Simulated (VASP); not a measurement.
# SiH4C16 in VASP: a series of runs

The runs below take SiH4C16 through single point, with LDA.

Program: VASP 6.6.1. These are calculated values, not measurements. Logs are shortened: lines on timing, memory, paths and dates and some standing lists are left out, and cuts for length are marked.

**1. The cell of the first run**

The cell holds a slab with vacuum, 21 atoms: a = 5.049 Å, b = 5.049 Å, c = 15.676 Å, α = 90.00°, β = 90.00°, γ = 60.00°.

**2. Single point, LDA, collinear spin**

INCAR

```
SYSTEM = SiH4C16
ALGO = Normal
EDIFF = 1E-6
ENCUT = 520
ISIF = 2
ISMEAR = 0
ISPIN = 2
LASPH = .TRUE.
LCHARG = .FALSE.
LORBIT = 11
LREAL = Auto
LWAVE = .FALSE.
MAGMOM = 0 0 0 0 0 0 0 0 0 0 0 0 0 0 0 0 -0.21 0 0 0 0.08
NBANDS = 56
NELM = 150
PREC = Accurate
SIGMA = 0.05
```

KPOINTS

```
k-points
0
G
  3 3 1
  0 0 0
```

POSCAR

```
SiH4C16
1.0
    5.0487420000      0.0000000000      0.0000000000
    2.5243710000      4.3723390000      0.0000000000
    0.0000000000      0.0000000000     15.6764260000
H C Si
4 16 1
Direct
    0.1666667848      0.1666666285      0.0637901139
    0.6666667848      0.1666666285      0.0637901139
    0.1666666285      0.6666667429      0.0637901139
    0.6666666285      0.6666667429      0.0637901139
    0.1666667848      0.1666666285      0.1339591052
    0.6666667848      0.1666666285      0.1339591052
    0.1666666285      0.6666667429      0.1339591052
    0.6666666285      0.6666667429      0.1339591052
   -0.1666666285      0.3333332571      0.1668292250
    0.3333333715      0.3333332571      0.1668292250
   -0.1666667848      0.8333333715      0.1668292250
    0.3333332152      0.8333333715      0.1668292250
   -0.1660070796      0.3321345852      0.2702892228
    0.3333372369      0.3334071306      0.2592000243
   -0.1660339469      0.8339941162      0.2702984086
    0.3321099384      0.8340179021      0.2702885849
    0.0000087998      0.0000386521      0.2893698474
    0.4964807882      0.0071128977      0.2970044320
    0.0070750640      0.4965200548      0.2970027097
    0.4965026879      0.4965442981      0.2970090249
    0.3333272200      0.3335285759      0.3865772084
```

Potentials or basis: VASP PAW LDA potentials, release 64 (H, C, Si).

Started as:

```console
$ cat potpaw_LDA.64/H/POTCAR potpaw_LDA.64/C/POTCAR potpaw_LDA.64/Si/POTCAR > POTCAR
$ mpirun -np 1 vasp_std > vasp.out
```

OUTCAR:

```text
SYSTEM = SiH4C16
   EDIFF = 1E-6
   ENCUT = 520
   ISIF = 2
   ISMEAR = 0
   ISPIN = 2
   LASPH = .TRUE.
   LORBIT = 11
   LREAL = Auto
   NELM = 150
   PREC = Accurate

 ion  position               nearest neighbor table
   1  0.167  0.167  0.064-   5 1.10
   2  0.667  0.167  0.064-   6 1.10
   3  0.167  0.667  0.064-   7 1.10
   4  0.667  0.667  0.064-   8 1.10
   5  0.167  0.167  0.134-   1 1.10  10 1.55  12 1.55   9 1.55
   6  0.667  0.167  0.134-   2 1.10   9 1.55  11 1.55  10 1.55
   7  0.167  0.667  0.134-   3 1.10  12 1.55  11 1.55  10 1.55
   8  0.667  0.667  0.134-   4 1.10  11 1.55  12 1.55   9 1.55
   9  0.833  0.333  0.167-   6 1.55   5 1.55   8 1.55  13 1.62
  10  0.333  0.333  0.167-  14 1.45   5 1.55   6 1.55   7 1.55
  11  0.833  0.833  0.167-   8 1.55   6 1.55   7 1.55  15 1.62
  12  0.333  0.833  0.167-   7 1.55   5 1.55   8 1.55  16 1.62
  13  0.834  0.332  0.270-  17 1.48  19 1.53  20 1.53   9 1.62
  14  0.333  0.333  0.259-  10 1.45  19 1.54  18 1.54  20 1.54  21 2.00
  15  0.834  0.834  0.270-  17 1.48  19 1.53  18 1.53  11 1.62
  16  0.332  0.834  0.270-  17 1.48  18 1.53  20 1.53  12 1.62
  17  0.000  0.000  0.289-  15 1.48  13 1.48  16 1.48
  18  0.496  0.007  0.297-  16 1.53  15 1.53  14 1.54  21 2.00
  19  0.007  0.497  0.297-  15 1.53  13 1.53  14 1.54  21 2.00
  20  0.497  0.497  0.297-  16 1.53  13 1.53  14 1.54  21 2.00
  21  0.333  0.334  0.387-  14 2.00  20 2.00  19 2.00  18 2.00

  LATTYP: Found a hexagonal cell.
 ALAT       =     5.0487421480
 C/A-ratio  =     3.1050161685

  Lattice vectors:

 A1 = (  -2.5243710000,  -4.3723390000,   0.0000000000)
 A2 = (   5.0487420000,   0.0000000000,   0.0000000000)
 A3 = (   0.0000000000,   0.0000000000,  15.6764260000)

Analysis of symmetry for initial positions (statically):
=====================================================================
 Subroutine PRICEL returns:
 Original cell was already a primitive cell.

 Routine SETGRP: Setting up the symmetry group for a
 hexagonal supercell.

 Subroutine GETGRP returns: Found  1 space group operations
 (whereof  1 operations were pure point group operations)
 out of a pool of 24 trial point group operations.

The static configuration has the point symmetry C_1 .

Analysis of symmetry for dynamics (positions and initial velocities):
=====================================================================
 Subroutine PRICEL returns:
 Original cell was already a primitive cell.

 Routine SETGRP: Setting up the symmetry group for a
 hexagonal supercell.

 Subroutine GETGRP returns: Found  1 space group operations
 (whereof  1 operations were pure point group operations)
 out of a pool of 24 trial point group operations.

The dynamic configuration has the point symmetry C_1 .

Analysis of structural, dynamic, and magnetic symmetry:
=====================================================================
 Subroutine PRICEL returns:
 Original cell was already a primitive cell.

 Routine SETGRP: Setting up the symmetry group for a
 hexagonal supercell.

 Subroutine GETGRP returns: Found  1 space group operations
 (whereof  1 operations were pure point group operations)
 out of a pool of 24 trial point group operations.

The overall configuration has the point symmetry C_1 .

 Subroutine INISYM returns: Found  1 space group operations
 (whereof  1 operations are pure point group operations),
 and found     1 'primitive' translations

----------------------------------------------------------------------------------------

                                     Primitive cell

  volume of cell :     346.0541

  direct lattice vectors                    reciprocal lattice vectors
     5.048742000  0.000000000  0.000000000     0.198069143 -0.114355268  0.000000000
     2.524371000  4.372339000  0.000000000     0.000000000  0.228710537  0.000000000
     0.000000000  0.000000000 15.676426000     0.000000000  0.000000000  0.063790050

  length of vectors
     5.048742000  5.048742148 15.676426000     0.228710544  0.228710537  0.063790050

  position of ions in fractional coordinates (direct lattice)
     0.166666785  0.166666629  0.063790114
[... 82 lines left out ...]
   dimension x,y,z NGXF=    80 NGYF=   80 NGZF=  240
   ions per type =               4  16   1
   NGX,Y,Z   is equivalent  to a cutoff of  13.17, 13.17, 12.73 a.u.
   NGXF,Y,Z  is equivalent  to a cutoff of  26.34, 26.34, 25.45 a.u.
 SYSTEM =  SiH4C16
   PREC   = accura    normal or accurate (medium, high low for compatibility)
   ISTART =      0    job   : 0-new  1-cont  2-samecut
   ICHARG =      2    charge: 1-file 2-atom 10-const
   ISPIN  =      2    spin polarized calculation?
   LNONCOLLINEAR =      F non collinear calculations
   LSORBIT =      F    spin-orbit coupling
   LASPH  =      T    aspherical Exc in radial PAW
   ENCUT  =  520.0 eV  38.22 Ry    6.18 a.u.   9.39  9.39 29.15*2*pi/ulx,y,z
   NELM   =    150;   NELMIN=  2; NELMDL= -5     # of ELM steps
   EDIFF  = 0.1E-05   stopping-criterion for ELM
   LREAL  =      T    real-space projection
   EDIFFG = 0.1E-04   stopping-criterion for IOM
   NSW    =      0    number of steps for IOM
   IBRION =     -1    ionic relax: 0-MD 1-quasi-New 2-CG
   NFREE  =      0    steps in history (QN), initial steepest desc. (CG)
   ISIF   =      2    stress and relaxation
   ISYM   =      2    0-nonsym 1-usesym 2-fastsym
   POTIM  = 0.5000    time-step for ionic-motion
   TEBEG  =    0.0;   TEEND  =   0.0 temperature during run
   PSTRESS=    0.0 pullay stress
   NELECT =      72.0000    total number of electrons
   NUPDOWN=      -1.0000    fix difference up-down
   EMIN   =  10.00;   EMAX   =-10.00  energy-range for DOS
   EFERMI =   0.00;   METHOD = LEGACY
   ISMEAR =     0;   SIGMA  =   0.05  broadening in eV -4-tet -1-fermi 0-gaus
   EFERMI_NEDOS =   21; number of points for ismear=-14 and -15
   IALGO  =     38    algorithm
   IMIX   =      4    mixing-type and parameters
     AMIX     =   0.40;   BMIX     =  1.00
     AMIX_MAG =   1.60;   BMIX_MAG =  1.00
  volume/ion in A,a.u.               =      16.48       111.20
  Fermi-wavevector in a.u.,A,eV,Ry     =   0.970073  1.833172 12.803642  0.941041
  Thomas-Fermi vector in A             =   2.100178
   LORBIT       =     11    0 simple, 1 ext, 2 COOP (PROOUT), +10 PAW based schemes
   GGA     = CA    functional components
   LHFCALC =     F    Hartree Fock is set to
   AEXX    =    0.0000 exact exchange contribution
   IVDW    =     0    specifies the selected vdW correction
   LEPSILON=     F    determine dielectric tensor
   LRPA    =     F    only Hartree local field effects (RPA)
 spin polarized calculation
 Gauss-broadening in eV      SIGMA  =   0.05
  energy-cutoff  :      520.00
  volume of cell :      346.05
 maximum number of plane-waves:      9383
 NGX is ok and might be reduce to    40
   NGX = 19   NGY = 19   NGZ = 59

 number of electron      72.0000004 magnetization      -0.0001169

 number of electron      72.0000004 magnetization       0.0000231

 Free energy of the ion-electron system (eV)
  ---------------------------------------------------
  ext. energy  EPLUGINS =         0.00000000
  ---------------------------------------------------
  free energy    TOTEN  =      -176.18828895 eV

  energy without entropy =     -176.17773065  energy(sigma->0) =     -176.18300980

 E-fermi :   0.7332     XC(G=0):  -5.6435

 val. band max:        0.7123932160   @ k =  -0.3333   0.3333   0.0000
 cond. band min:       0.7541655208   @ k =  -0.3333   0.3333   0.0000
 fundamental gap:      0.0417723048
 Fermi energy:         0.7332455168

 spin component 1

 k-point     1 :       0.0000    0.0000    0.0000
  band No.  band energies     occupation
      1     -20.2774      1.00000
      2     -17.6013      1.00000
      3     -15.4877      1.00000
      4     -14.7588      1.00000
      5     -14.7585      1.00000
      6     -13.9127      1.00000
[... 244 lines left out ...]
     47       7.0619      0.00000
     48       7.1995      0.00000
 Fermi energy:         0.7332455168

 spin component 2

 k-point     1 :       0.0000    0.0000    0.0000
  band No.  band energies     occupation
      1     -20.2774      1.00000
      2     -17.6013      1.00000
      3     -15.4877      1.00000
      4     -14.7588      1.00000
      5     -14.7585      1.00000
      6     -13.9127      1.00000
[... 244 lines left out ...]
     47       7.0621      0.00000
     48       7.1997      0.00000
 [bands above 48 left out]

------------------------ aborting loop because EDIFF is reached ----------------------------------------

  FORCE on cell =-STRESS in cart. coord.  units (eV):
  Direction    XX          YY          ZZ          XY          YZ          ZX
  --------------------------------------------------------------------------------------
  -------------------------------------------------------------------------------------
  Total      -10.1842864    -10.1844128     -1.9853110     -0.0011749     -0.0169213     -0.0136437
  in kB      -47.1516750    -47.1522604     -9.1916836     -0.0054396     -0.0783430     -0.0631684
  external PRESSURE =     -34.4985397 kB  Pullay stress =       0.0000000 kB

 VOLUME and BASIS-vectors are now :
 -----------------------------------------------------------------------------
  energy-cutoff  :      520.00
  volume of cell :      346.05
      direct lattice vectors                 reciprocal lattice vectors
     5.048742000  0.000000000  0.000000000     0.198069143 -0.114355268  0.000000000
     2.524371000  4.372339000  0.000000000     0.000000000  0.228710537  0.000000000
     0.000000000  0.000000000 15.676426000     0.000000000  0.000000000  0.063790050

 POSITION                                       TOTAL-FORCE (eV/Angst)
 -----------------------------------------------------------------------------------
      1.26219      0.72872      1.00000        -0.003260     -0.001885     -0.253968
      3.78656      0.72872      1.00000         0.003605     -0.001972     -0.253911
      2.52437      2.91489      1.00000         0.000095      0.004185     -0.253903
      5.04874      2.91489      1.00000         0.000170      0.000119     -0.299595
      1.26219      0.72872      2.10000        -0.141637     -0.081665      1.774438
      3.78656      0.72872      2.10000         0.141988     -0.081769      1.775194
[... 13 lines left out ...]
      3.76018      2.17106      4.65604         0.053309      0.030609     -0.074323
      2.52483      1.45830      6.06015        -0.001594     -0.004455      0.132856
 -----------------------------------------------------------------------------------
    total drift:                               -0.000794     -0.000120      0.033010

  FREE ENERGIE OF THE ION-ELECTRON SYSTEM (eV)
  ---------------------------------------------------
  free  energy   TOTEN  =      -176.1882889535 eV

  energy  without entropy=     -176.1777306475  energy(sigma->0) =     -176.18300980

 total charge

# of ion       s       p       d       tot
------------------------------------------
    1        0.631   0.044   0.000   0.676
    2        0.631   0.044   0.000   0.676
    3        0.631   0.044   0.000   0.676
    4        0.631   0.045   0.000   0.676
    5        0.828   1.761   0.000   2.589
    6        0.828   1.761   0.000   2.589
[... 13 lines left out ...]
   20        0.822   1.702   0.000   2.524
   21        0.834   0.776   0.000   1.610
--------------------------------------------------
tot         16.545  28.669   0.000  45.215

 magnetization (x)

# of ion       s       p       d       tot
------------------------------------------
    1        0.000   0.000   0.000   0.000
    2        0.000   0.000   0.000   0.000
    3        0.000   0.000   0.000   0.000
    4       -0.000   0.000   0.000  -0.000
    5        0.000   0.000   0.000   0.000
    6        0.000   0.000   0.000   0.000
[... 13 lines left out ...]
   20        0.000   0.000   0.000   0.000
   21        0.000   0.000   0.000   0.000
--------------------------------------------------
tot          0.000   0.000   0.000   0.000
```

Run time: 17 min. Hardware: 1 thread of Intel Xeon 8259CL, shared host; peak memory 0.42 GiB.

Results:

```yaml
Free_energy: -176.1883 eV
Largest_force: 3.286 eV/Å
Band_gap_on_the_k_mesh: 0.04 eV
Net_moment: 0.00 μB per cell
Valence_electrons_inside_the_program's_atomic_spheres: H 0.68; C 2.59, 2.52, 2.61, 2.54, 2.64, 2.55 (each value once); Si 1.61
```

Forces in eV/Å, atoms in the order of the input:
```
H   -0.003 -0.002 -0.254
H    0.004 -0.002 -0.254
H    0.000  0.004 -0.254
H    0.000  0.000 -0.300
C   -0.142 -0.082  1.774
C    0.142 -0.082  1.775
C    0.000  0.164  1.775
C    0.000  0.000  1.971
C    0.001  0.030 -1.050
C    0.002  0.002 -3.286
C   -0.023 -0.013 -1.050
C    0.026 -0.013 -1.050
C   -0.006 -0.076  0.257
C    0.002 -0.004 -0.101
C    0.065  0.038  0.253
C   -0.069  0.035  0.257
C    0.003  0.002 -0.385
C    0.000 -0.059 -0.068
C   -0.054  0.031 -0.070
C    0.053  0.031 -0.074
Si  -0.002 -0.004  0.133
```

Levels at points of the mesh, in eV from the valence-band top:
Spin up:
| k point | band 32 | band 33 | band 34 | band 35 | band 36 | band 37 | band 38 | band 39 | band 40 | band 41 |
| --- | --- | --- | --- | --- | --- | --- | --- | --- | --- | --- |
| (0.00, 0.00, 0.00) | -2.64 | -2.64 | -1.52 | -1.52 | -0.55 | 0.13 | 2.24 | 3.60 | 4.13 | 4.16 |
Spin down:
```tsv
k point	band 32	band 33	band 34	band 35	band 36	band 37	band 38	band 39	band 40	band 41
(0.00, 0.00, 0.00)	-2.64	-2.64	-1.52	-1.52	-0.55	0.13	2.24	3.60	4.13	4.16
```

Caveat: the k points lie up to 0.48 Å⁻¹ apart; there is no dipole correction, which matters where the two faces differ.

**3. Single point, LDA, collinear spin**

INCAR

```
PREC     = Accurate       # precision mode
ENCUT    = 520            # plane-wave cutoff, eV
EDIFF    = 1E-6           # SCF threshold, eV
ISMEAR   = 0              # smearing method
SIGMA    = 0.05           # smearing width, eV
LREAL    = Auto         
LASPH    = True           # aspherical terms in the spheres
NELM     = 150            # most SCF steps
ALGO     = Normal         # electronic algorithm
ISIF     = 2              # what is computed and relaxed
LWAVE    = False          # write WAVECAR
LCHARG   = False          # write CHGCAR
ISPIN    = 2              # spin polarisation
MAGMOM   = 0 0 0 0 0 0 0 0 0 0 0 0 0 0 0 0 -0.21 0 0 0 0.08 # initial moments
LORBIT   = 11             # projections on sites
GGA      = CA             # functional
NBANDS   = 56             # bands
```

KPOINTS

```
Automatic mesh
0
Gamma
  3 3 1
```

POSCAR

```
SiH4C16
1.0
    5.0487420000      0.0000000000      0.0000000000
    2.5243710000      4.3723390000      0.0000000000
    0.0000000000      0.0000000000     15.6764260000
H C Si
4 16 1
Direct
    0.1666667848      0.1666666285      0.0637901139
    0.6666667848      0.1666666285      0.0637901139
    0.1666666285      0.6666667429      0.0637901139
    0.6666666285      0.6666667429      0.0637901139
    0.1666667848      0.1666666285      0.1339591052
    0.6666667848      0.1666666285      0.1339591052
    0.1666666285      0.6666667429      0.1339591052
    0.6666666285      0.6666667429      0.1339591052
   -0.1666666285      0.3333332571      0.1668292250
    0.3333333715      0.3333332571      0.1668292250
   -0.1666667848      0.8333333715      0.1668292250
    0.3333332152      0.8333333715      0.1668292250
   -0.1678052352      0.3319909550      0.2652517226
    0.3273690867      0.3321080548      0.2650231628
   -0.1678101069      0.8273985617      0.2650907803
    0.3302490289      0.8302812293      0.2746307736
   -0.0105083582      0.0009210173      0.2975506024
    0.5010009091      0.0008313628      0.2971901248
   -0.0027048855      0.4970447168      0.2868600917
    0.5009580131      0.4895949285      0.2975039719
    0.6589083962      0.1640442335      0.3860527903
```

Potentials or basis: VASP PAW LDA potentials, release 64 (H, C, Si).

Started as:

```console
$ cat potpaw_LDA.64/H/POTCAR potpaw_LDA.64/C/POTCAR potpaw_LDA.64/Si/POTCAR > POTCAR
$ mpirun -np 1 vasp_std > vasp.out
```

Run time: 18 min. Hardware: 1 thread of Intel Xeon 8259CL, shared host; peak memory 0.42 GiB.

The run converged. Its results:

- Free energy: -175.9921 eV
- Largest force: 2.027 eV/Å
- Band gap on the k mesh: 0.02 eV
- Net moment: 0.00 μB per cell
- Valence electrons inside the program's atomic spheres: H 0.68; C 2.59, 2.55, 2.50, 2.48, 2.53, 2.54, 2.56 (each value once); Si 1.60

Forces in eV/Å, atoms in the order of the input:
```
H   -0.010 -0.018 -0.278
H   -0.015 -0.004 -0.234
H   -0.003 -0.004 -0.278
H   -0.024  0.000 -0.278
C   -0.016 -0.131  1.847
C   -0.005 -0.013  1.661
C    0.104  0.065  1.860
C   -0.114  0.053  1.845
C   -0.127 -0.078 -1.983
C   -0.103 -0.065 -2.023
C   -0.105 -0.044 -2.005
C   -0.162 -0.090 -0.032
C    0.000  0.001 -0.038
C    0.108  0.047 -0.011
C    0.096  0.085 -0.067
C    0.160  0.103  0.002
C    0.060  0.017  0.031
C   -0.103 -0.063  0.008
C    0.066  0.044 -0.025
C    0.050  0.085 -0.032
Si   0.142  0.009  0.030
```

Levels at points of the mesh, in eV from the valence-band top:
Spin up:
| k point | band 33 | band 34 | band 35 | band 36 | band 37 | band 38 | band 39 | band 40 |
| --- | --- | --- | --- | --- | --- | --- | --- | --- |
| (0.00, 0.00, 0.00) | -2.12 | -1.40 | -1.37 | -1.05 | 0.26 | 2.42 | 3.54 | 3.66 |
Spin down:
| k point | band 33 | band 34 | band 35 | band 36 | band 37 | band 38 | band 39 | band 40 |
| --- | --- | --- | --- | --- | --- | --- | --- | --- |
| (0.00, 0.00, 0.00) | -2.12 | -1.40 | -1.37 | -1.05 | 0.26 | 2.42 | 3.54 | 3.66 |

Caveat: the k points lie up to 0.48 Å⁻¹ apart; there is no dipole correction, which matters where the two faces differ.
